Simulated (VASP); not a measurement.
Input of a VASP 6.6.1 run:

INCAR

```
PREC     = Accurate       # precision mode
ENCUT    = 520            # plane-wave cutoff, eV
EDIFF    = 1E-6           # SCF threshold, eV
ISMEAR   = 0              # smearing method
SIGMA    = 0.01           # smearing width, eV
LREAL    = False          # projectors in reciprocal space
LASPH    = True           # aspherical terms in the spheres
NELM     = 80             # most SCF steps
ALGO     = Normal         # electronic algorithm
ISIF     = 2              # what is computed and relaxed
LWAVE    = False          # write WAVECAR
LCHARG   = False          # write CHGCAR
GGA      = PE             # functional
NBANDS   = 15             # bands
```

KPOINTS

```
regular mesh
0
Gamma
  4 4 4
```

The input POSCAR:

```
KI
1.0
    0.0000000000      3.9658942500      3.9658942500
    3.9658942500      0.0000000000      3.9658942500
    3.9658942500      3.9658942500      0.0000000000
K I
1 1
Direct
    0.0000000000      0.0000000000      0.0000000000
    0.2500000000      0.2500000000      0.2500000000
```

Potentials or basis: VASP PAW PBE potentials, release 64 (K_sv, I).

Run with:

```sh
$ cat potpaw_PBE.64/K_sv/POTCAR potpaw_PBE.64/I/POTCAR > POTCAR
$ mpirun -np 1 vasp_std > vasp.out
```

Q: Predict the band gap on the k mesh.

A: 3.93 eV, direct.

Q: Predict the pressure.

A: 0.2 GPa.

Caveat: spin-orbit coupling is left out, which moves the levels of the heavy elements. As with any semilocal functional, this PBE gap is likely too small.
